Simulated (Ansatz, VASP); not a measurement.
# Two plane-wave programs on Si

Contents of INCAR:

```
ALGO = Normal
EDIFF = 1E-7
ENCUT = 520
ISIF = 2
ISMEAR = 0
LASPH = T
LCHARG = F
LREAL = F
LWAVE = F
NBANDS = 16
NELM = 80
PREC = Accurate
SIGMA = 0.03
```

KPOINTS

```
k-points
0
Gamma
  10 10 10
```

The input POSCAR:

```
Si
1.0
   -3.3590441151      3.2434996001      1.9083649477
    3.3590441151     -3.2434996001      1.9083649477
    3.3590441151      3.2434996001     -1.9083649477
Si
4
Direct
    0.1788433299      0.1788433299      0.3576866598
    0.8211566701      0.8211566701      0.6423133402
    0.1788433299      0.8211566701      0.0000000000
    0.8211566701      0.1788433299      0.0000000000
```

Input for Ansatz:

```yaml
crystal:
  lattice:
    - [-3.3590441151, 3.2434996001, 1.9083649477]
    - [3.3590441151, -3.2434996001, 1.9083649477]
    - [3.3590441151, 3.2434996001, -1.9083649477]
  atoms:
    - { symbol: Si, position: [0.1788433299, 0.1788433299, 0.3576866598] }
    - { symbol: Si, position: [0.8211566701, 0.8211566701, 0.6423133402] }
    - { symbol: Si, position: [0.1788433299, 0.8211566701, 0.0] }
    - { symbol: Si, position: [0.8211566701, 0.1788433299, 0.0] }
basis:
  ecutwfc: 420
kpoints:
  mp_grid: { grid: [10, 10, 10] }
hamiltonian:
  xc: lda
scf:
  occupations: { method: gaussian, width: 0.03 }
output:
  forces: true
  stress: true
  eigenvalues: true
  write_density: true
  write_potential: true
  elf: true
  volumetric_format: npy
```

Change from the starting cell: strain +0.0175 x Voigt [1, -1, 0, 0, 0, 0], atoms carried along.

Alike in both runs: task single point; functional LDA; k mesh 10 × 10 × 10; occupations gaussian, width 0.03 eV; no spin polarisation.

|  | VASP | Ansatz |
| --- | --- | --- |
| version | VASP 6.6.1 | Ansatz 0.2.0 |
| potentials or method | VASP PAW LDA potentials, release 64 (Si), cutoff 520 eV | scalar-relativistic, plane waves, PAW |
| valence electrons in the cell | 16 | 16 |

Ansatz gave:

* gap on the k mesh at the Fermi level (eV): 0.10
* least direct gap on the mesh (eV): 0.17
* pressure (GPa): 0.2
* traceless stress, the component that is largest in VASP (GPa): 3.49
* rms of the force components (eV/Å): 0.231

What did VASP give for the same quantities?

gap on the k mesh at the Fermi level (eV): 0.10; least direct gap on the mesh (eV): 0.17; pressure (GPa): 0.2; traceless stress, the component that is largest in VASP (GPa): 3.51; rms of the force components (eV/Å): 0.231.

LDA's correlation is that of Perdew and Zunger in VASP and of Perdew and Wang (1992) in Ansatz. Atom by atom the forces differ by 0.002 eV/Å (rms over components).
